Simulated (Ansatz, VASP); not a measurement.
One calculation of B2C3, two programs

```
B C
1.0
     2.60289    0.00000    0.00000
    -1.30145    2.25417    0.00000
     0.00000    0.00000    5.23043
B C
2 3
Cartesian
  1.3014 0.7514 4.4590
  0.0000 1.5028 0.7714
  1.3014 0.7514 2.8709
  0.0000 1.5028 2.3595
  0.0000 0.0000 0.0000
```

Change from the starting cell: species swapped into the Ga3Ni2 type (P-3m1, No. 164).

Alike in both runs: functional PBE; k mesh 18 × 18 × 8; occupations gaussian, width 0.01 eV; no spin polarisation.

Ansatz relaxed the structure, and its values are those at the end. VASP's run is a single point on that final structure, the one shown.

```csv
,VASP,Ansatz
version,VASP 6.6.1,Ansatz 0.2.0
potentials or method,"VASP PAW PBE potentials, release 64 (B, C), cutoff 520 eV","scalar-relativistic, plane waves, PAW"
valence electrons in the cell,18,18
```

Ansatz gave:

| Quantity | Value |
| --- | --- |
| gap on the k mesh at the Fermi level (eV) | 0.14 |
| least direct gap on the mesh (eV) | 1.65 |
| pressure (GPa) | 0.0 |

**Question.** What did VASP give for the same quantities?

**Answer.** gap on the k mesh at the Fermi level (eV): 0.13; least direct gap on the mesh (eV): 1.65; pressure (GPa): 0.2.
